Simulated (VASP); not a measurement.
Hg, 3 atoms in the cell. Symmetry: P6/mmm, No. 191, hexagonal system. The conventional cell has a = 5.428 Å, b = 5.428 Å, c = 3.174 Å, α = 90.00°, β = 90.00°, γ = 120.00°. Within 4.2 Å of Hg (site symmetry 6/mmm) lie 14 Hg at 3.17 to 3.51 Å. Hg (site symmetry -6m2) has 11 Hg at 3.13 to 3.51 Å within 4.1 Å. 

- Program: VASP 6.6.1
- Task: single point
- Functional: r2SCAN
- Potentials or basis: VASP PAW PBE potentials, release 64 (Hg)
- Cutoff: 520 eV
- k mesh: 8 × 8 × 11
- Occupations: fermi-dirac, width 0.1 eV
- Spin: no spin polarisation
- Dipole correction: no
- Further INCAR settings: ALGO = Normal; EDIFF = 1e-06; NBANDS = 25

Potentials or basis: VASP PAW PBE potentials, release 64 (Hg).

Command:

```sh
$ cat potpaw_PBE.64/Hg/POTCAR > POTCAR
$ cp INCAR.step1 INCAR
$ mpirun -np 1 vasp_std > vasp.out
$ cp INCAR.step2 INCAR
$ mpirun -np 1 vasp_std > vasp.out
```

Hardware: 1 thread of Oxide Virtual Turin-like Processor, on a shared host.

How long does it take, and how much memory?

Run time: 8.3 min on 1 thread of Oxide Virtual Turin-like Processor, on a shared host, peak memory 0.22 GiB. Counts: k points 60.
